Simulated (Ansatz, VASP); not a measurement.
## Two plane-wave programs on MgO

```
Mg O
1.0
     3.59358    0.00000    0.00000
    -1.79679    3.11214    0.00000
     0.00000    0.00000    4.39639
Mg O
2 2
Direct
  0.66667 0.33333 0.75000
  0.33333 0.66667 0.25000
  0.66667 0.33333 0.25000
  0.33333 0.66667 0.75000
```

Alike in both runs: task single point; functional PBE; k mesh 9 × 9 × 6; occupations gaussian, width 0.05 eV; no spin polarisation.

|  | VASP | Ansatz |
| --- | --- | --- |
| version | VASP 6.6.1 | Ansatz 0.2.0 |
| potentials or method | VASP PAW PBE potentials, release 64 (Mg, O), cutoff 520 eV | scalar-relativistic, plane waves, PAW |
| valence electrons in the cell | 16 | 32 |

```tsv
	VASP	Ansatz	Ansatz less VASP
gap on the k mesh at the Fermi level (eV)	2.85	2.87	+0.021
least direct gap on the mesh (eV)	2.85	2.87	+0.021
pressure (GPa)	-8.7	-8.2	+0.56
traceless stress, the component that is largest in VASP (GPa)	-1.29	-1.20	+0.084
```

With one functional, cell and mesh, what is left measures potentials, basis and numerics. VASP's potentials hold 16 valence electrons a cell and Ansatz's 32, so a difference there can come from the potentials and not from the codes.
